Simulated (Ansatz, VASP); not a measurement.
**Two plane-wave programs on Lu**

INCAR

```
SYSTEM = Lu
ALGO     = Normal         ! electronic algorithm
EDIFF    = 1E-6           ! SCF threshold, eV
ENCUT    = 520            ! plane-wave cutoff, eV
GGA      = PS             ! functional
ISIF     = 2              ! what is computed and relaxed
ISMEAR   = -1             ! smearing method
LASPH    = .True.         ! aspherical terms in the spheres
LCHARG   = .False.        ! write CHGCAR
LREAL    = .False.        ! projectors in reciprocal space
LWAVE    = .False.        ! write WAVECAR
NBANDS   = 32             ! bands
NELM     = 60             ! most SCF steps
PREC     = Accurate       ! precision mode
SIGMA    = 0.1            ! smearing width, eV
```

KPOINTS

```
k-points
0
Gamma
  9 9 9
  0 0 0
```

Contents of POSCAR:

```
Lu
1.0
    0.0000000000      3.5393810710      3.5393810710
    3.5393810710      0.0000000000      3.5393810710
    3.5393810710      3.5393810710      0.0000000000
Lu
2
Direct
    0.1250000000      0.1250000000      0.1250000000
    0.8750000000      0.8750000000      0.8750000000
```

Input for Ansatz:

```yaml
crystal:
  lattice:
    - [0.0, 3.539381071, 3.539381071]
    - [3.539381071, 0.0, 3.539381071]
    - [3.539381071, 3.539381071, 0.0]
  atoms:
    - { symbol: Lu, position: [0.125, 0.125, 0.125] }
    - { symbol: Lu, position: [0.875, 0.875, 0.875] }
hamiltonian:
  xc: pbesol
  pseudopotentials:
    kind: paw
    azcp:
      Lu: "pseudopotentials/Lu.paw.azcp"
basis:
  ecutwfc: 420
  fft_grid_basis: typed
kpoints:
  mp_grid: { grid: [9, 9, 9], shift: [0, 0, 0] }
magnetization:
  spin_polarized: false
scf:
  occupations: { method: fermi_dirac, width: 0.1 }
  lower_state_search: "off"
output:
  stress: true
```

Alike in both runs: task single point; functional PBEsol; k mesh 9 × 9 × 9; occupations fermi-dirac, width 0.1 eV; no spin polarisation.

```csv
,VASP,Ansatz
version,VASP 6.6.1,Ansatz 0.2.0
potentials or method,"VASP PAW PBE potentials, release 64 (Lu), cutoff 520 eV","plane waves (420 eV) with PAW, scalar-relativistic"
valence electrons in the cell,50,50
```

|  | VASP | Ansatz | Ansatz less VASP |
| --- | --- | --- | --- |
| pressure (GPa) | 0.5 | 0.5 | -0.01 |

VASP's potentials were made for PBE, not for PBEsol, and Ansatz warns of the same on its side.

Neither program's run includes spin-orbit coupling.
